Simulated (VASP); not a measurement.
Here is a VASP 6.6.1 calculation.

INCAR

```
PREC = Accurate
ENCUT = 500
EDIFF = 1E-6
ISMEAR = 0
SIGMA = 0.05
LREAL = F
LASPH = T
NELM = 120
ALGO = Normal
ISIF = 2
LWAVE = F
LCHARG = F
NBANDS = 20
GGA_COMPAT = F
```

KPOINTS

```
regular mesh
0
Gamma
  9 9 2
```

File POSCAR:

```
WSe2
1.0
    3.2905780679      0.0000000000      0.0000000000
   -1.6452890339      2.8497241999      0.0000000000
    0.0000000000      0.0000000000     16.6603124568
W Se
1 2
Direct
    0.0000000000      0.0000000000     -0.0020626924
    0.3333333333      0.6666666667      0.1023289438
    0.3333333333      0.6666666667      0.9024728870
```

Potentials or basis: VASP PAW LDA potentials, release 64 (W_sv, Se).

Launch:

```sh
$ cat potpaw_LDA.64/W_sv/POTCAR potpaw_LDA.64/Se/POTCAR > POTCAR
$ mpirun -np 1 vasp_std > vasp.out
```

Q: Estimate the largest force.

A: 2.151 eV/Å.

Q: Predict the band gap on the k mesh.

A: 1.61 eV, direct.

Forces in eV/Å, atoms in the order of the input:
```
W    0.000  0.000  2.151
Se   0.000  0.000 -1.178
Se   0.000  0.000 -0.973
```

Caveat: spin-orbit coupling is left out, which moves the levels of the heavy elements.
